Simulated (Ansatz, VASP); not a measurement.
## Fe2O3: VASP beside Ansatz

File INCAR:

```
ALGO = Normal
EDIFF = 1E-7
EDIFFG = -0.01
ENCUT = 600
GGA = PS
GGA_COMPAT = F
IBRION = 2
ISIF = 3
ISMEAR = -1
ISPIN = 2
IVDW = 12
KPAR = 4
LASPH = T
LCHARG = F
LMAXMIX = 4
LORBIT = 11
LREAL = F
LWAVE = F
MAGMOM = 3 3 3 3 0 0 0 0 0 0
NELM = 200
NELMIN = 4
NSW = 60
PREC = Accurate
SIGMA = 0.05
```

File KPOINTS:

```
k-points
0
Gamma
  7 7 7
```

File POSCAR:

```
Fe2O3
1.0
    2.5190000000      1.4543453281      4.5906666667
   -2.5190000000      1.4543453281      4.5906666667
    0.0000000000     -2.9086906562      4.5906666667
Fe O
4 6
Direct
    0.3553000000      0.3553000000      0.3553000000
    0.1447000000      0.1447000000      0.1447000000
    0.6447000000      0.6447000000      0.6447000000
    0.8553000000      0.8553000000      0.8553000000
    0.5559000000      0.2500000000      0.9441000000
    0.2500000000      0.9441000000      0.5559000000
    0.9441000000      0.5559000000      0.2500000000
    0.4441000000      0.7500000000      0.0559000000
    0.7500000000      0.0559000000      0.4441000000
    0.0559000000      0.4441000000      0.7500000000
```

Contents of input.yaml:

```yaml
crystal:
  lattice:
    - [2.519, 1.4543453281, 4.5906666667]
    - [-2.519, 1.4543453281, 4.5906666667]
    - [0.0, -2.9086906562, 4.5906666667]
  atoms:
    - { symbol: Fe, position: [0.3553, 0.3553, 0.3553], spin: 3.0 }
    - { symbol: Fe, position: [0.1447, 0.1447, 0.1447], spin: 3.0 }
    - { symbol: Fe, position: [0.6447, 0.6447, 0.6447], spin: 3.0 }
    - { symbol: Fe, position: [0.8553, 0.8553, 0.8553], spin: 3.0 }
    - { symbol: O, position: [0.5559, 0.25, 0.9441] }
    - { symbol: O, position: [0.25, 0.9441, 0.5559] }
    - { symbol: O, position: [0.9441, 0.5559, 0.25] }
    - { symbol: O, position: [0.4441, 0.75, 0.0559] }
    - { symbol: O, position: [0.75, 0.0559, 0.4441] }
    - { symbol: O, position: [0.0559, 0.4441, 0.75] }
hamiltonian:
  xc: pbesol
  pseudopotentials: { kind: paw }
  dispersion: d3bj
magnetization:
  spin_polarized: true
kpoints:
  mp_grid: { grid: [7, 7, 7] }
scf:
  occupations: { method: fermi_dirac, width: 0.05 }
output:
  forces: true
  stress: true
relax:
  f_tol: 0.01
  max_steps: 40
  cell: { stress_tol: 0.05 }
```

Alike in both runs: task relaxation of cell and atoms; functional PBEsol; dispersion D3(BJ); k mesh 7 × 7 × 7; occupations fermi-dirac, width 0.05 eV; collinear spin.

```csv
,VASP,Ansatz
version,VASP 6.6.1,Ansatz 0.2.0
potentials or method,"VASP PAW PBE potentials, release 64 (Fe, O)",Ansatz PAW
plane-wave cutoff (eV),600,420
valence electrons in the cell,68,100
```

```csv
,VASP,Ansatz,Ansatz less VASP
net moment per atom (μB),0.40,0.40,0.000
size of the moment on the site where the two differ most (μB),0.94,0.85,-0.085
relaxed volume (Å³/atom),8.37,8.31,-0.053
relaxed length of the cell vector where the two differ most in proportion (Å),5.157,5.149,-0.0086
```

VASP's potentials were made for PBE, not for PBEsol. Site moments also hang on the region over which each program counts them. VASP's potentials hold 68 valence electrons a cell and Ansatz's 100, so a difference there can come from the potentials and not from the codes.

Noted on VASP's run: the volume moved by over 15 % at a fixed basis, so the end points are rough. Noted on Ansatz's run: Pulay correction over one GPa; the volume moved by over 15 % at a fixed basis, so the end points are rough; the plane-wave basis is chosen anew once the cell has moved, so the energies of steps on either side of that aren't comparable.
